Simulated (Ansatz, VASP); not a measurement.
## ZnO in VASP and in Ansatz

```
Zn O
1.0
     3.05514    0.00000    0.00000
    -1.52757    2.64583    0.00000
     0.00000    0.00000    5.24351
Zn O
2 2
Cartesian
  0.0000 0.0000 0.0000
  0.0000 0.0000 2.6218
  0.0000 1.7639 1.3109
  1.5276 0.8819 3.9326
```

Alike in both runs: task single point; functional PBE; k mesh 9 × 9 × 4; no spin polarisation.

```csv
,VASP,Ansatz
version,VASP 6.6.1,Ansatz 0.2.0
potentials or method,"VASP PAW PBE potentials, release 64 (Zn, O)","plane waves, PAW"
plane-wave cutoff (eV),520,420
occupations,"gaussian, width 0.01 eV",fixed
valence electrons in the cell,36,36
```

```csv
,VASP,Ansatz,Ansatz less VASP
gap on the k mesh at the Fermi level (eV),0.38,0.41,+0.024
pressure (GPa),-3.7,-4.5,-0.78
"traceless stress, the component that is largest in VASP (GPa)",-0.37,-0.43,-0.067
```
